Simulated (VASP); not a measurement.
Crystal: LiOs.

```
Li Os
1.0
     0.00000    2.34607    2.34607
     2.34607    0.00000    2.34607
     2.34607    2.34607    0.00000
Li Os
1 1
Direct
  0.00000 0.00000 0.00000
  0.50000 0.50000 0.50000
```

* Program: VASP 6.6.1
* Task: relaxation of cell and atoms
* Functional: r2SCAN
* Potentials or basis: VASP PAW PBE potentials, release 64 (Li_sv, Os_sv_GW)
* Cutoff: 830 eV
* k mesh: 6 × 6 × 6
* Occupations: gaussian, width 0.1 eV
* Spin: no spin polarisation

At the start: pressure -9.7 GPa; volume 12.91 Å³/atom.

Task: Where does the relaxation end?

Result: Over 3 steps the energy falls by 28.6 meV/atom and the volume is 11.99 Å³/atom (-7.2 %); space group Fm-3m (No. 225, to 0.1 Å) before and after.

The path:
```tsv
step	energy change (eV)	largest force (eV/Å)	pressure (GPa)	volume (Å³)
1	0.0000	0.0000	-9.68	25.83
2	-0.0405	0.0000	5.74	23.02
3	-0.0571	0.0000	0.02	23.98
```

Final structure:
```yaml
crystal:
  lattice:
    - [0.00000, 2.28876, 2.28876]
    - [2.28876, 0.00000, 2.28876]
    - [2.28876, 2.28876, 0.00000]
  atoms:
    - { symbol: Li, position: [0.00000, 0.00000, 0.00000] }
    - { symbol: Os, position: [0.50000, 0.50000, 0.50000] }
```

Caveat: the k points lie up to 0.40 Å⁻¹ apart in the final cell, too coarse for converged energies and pressures of a metal; the PAW data sets were made with another functional, which shifts forces and pressure a little.
